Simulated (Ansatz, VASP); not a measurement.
Fe in VASP and in Ansatz

Contents of INCAR:

```
ALGO = Normal
EDIFF = 1E-7
ENCUT = 520
GGA = PE
ISIF = 2
ISMEAR = -1
ISPIN = 2
LASPH = True
LCHARG = False
LMAXMIX = 4
LORBIT = 11
LREAL = False
LWAVE = False
MAGMOM = 2.138 2.138
NBANDS = 19
NELM = 150
PREC = Accurate
SIGMA = 0.05
```

File KPOINTS:

```
k-points
0
Gamma
  18 18 18
```

POSCAR

```
Fe
1.0
    2.8282376056      0.0000000000      0.0000000000
    0.0000000000      2.8282376056      0.0000000000
    0.0000000000      0.0000000000      2.8282376056
Fe
2
Direct
    0.0000000000      0.0000000000      0.0000000000
    0.5000000000      0.5000000000      0.5000000000
```

Input for Ansatz:

```yaml
crystal:
  lattice:
    - [2.8282376056, 0.0, 0.0]
    - [0.0, 2.8282376056, 0.0]
    - [0.0, 0.0, 2.8282376056]
  atoms:
    - { symbol: Fe, position: [0.0, 0.0, 0.0], spin: 2.138 }
    - { symbol: Fe, position: [0.5, 0.5, 0.5], spin: 2.138 }
hamiltonian:
  xc: pbe
  pseudopotentials:
    kind: paw
    azcp:
      Fe: "pseudopotentials/Fe.paw.azcp"
basis:
  ecutwfc: 420
  fft_grid_basis: typed
kpoints:
  mp_grid: { grid: [18, 18, 18], shift: [0, 0, 0] }
magnetization:
  spin_polarized: true
scf:
  occupations: { method: fermi_dirac, width: 0.05 }
output:
  stress: true
```

Alike in both runs: task single point; functional PBE; k mesh 18 × 18 × 18; occupations fermi-dirac, width 0.05 eV; collinear spin.

|  | VASP | Ansatz |
| --- | --- | --- |
| version | VASP 6.6.1 | Ansatz 0.2.0 |
| potentials or method | VASP PAW PBE potentials, release 64 (Fe), cutoff 520 eV | plane waves (420 eV) with PAW, scalar-relativistic |
| valence electrons in the cell | 16 | 32 |

```tsv
	VASP	Ansatz	Ansatz less VASP
pressure (GPa)	0.6	0.7	+0.09
net moment per atom (μB)	2.18	2.16	-0.019
size of the moment on the site where the two differ most (μB)	2.18	2.21	+0.030
```

Site moments also hang on the region over which each program counts them. VASP's potentials hold 16 valence electrons a cell and Ansatz's 32, so a difference there can come from the potentials and not from the codes.
